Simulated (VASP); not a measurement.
Runs of VASP 6.6.1 on NaI. The structure is that of space group Fm-3m (No. 225), or close to it. The cells are those of the table. 

```csv
cell,gap on the mesh (eV),pressure (GPa)
"a = 4.542 Å, angles 60.0°, 2 atoms",(b),(c)
"a = 4.603 Å, angles 60.0°, 2 atoms",4.39,(a)
"a = 4.573 Å, angles 60.0°, 2 atoms",4.45,-0.1
"a = 4.662 Å, angles 60.0°, 2 atoms",4.28,-1.0
```

Alike in all rows: task single point; level r2SCAN; potentials or basis VASP PAW PBE potentials, release 64 (Na_pv, I); no spin polarisation; k mesh 8 × 8 × 8; cutoff (eV) 520; smearing fermi-dirac 0.02 eV.

Estimate the missing entries.

(a) -0.4; (b) 4.51; (c) 0.2.

Caveats: the PAW data sets were made with another functional, which shifts forces and pressure a little; spin-orbit coupling is left out, which moves the levels of the heavy elements.

A k mesh can miss the band edges, and the runs leave out spin-orbit coupling on I.
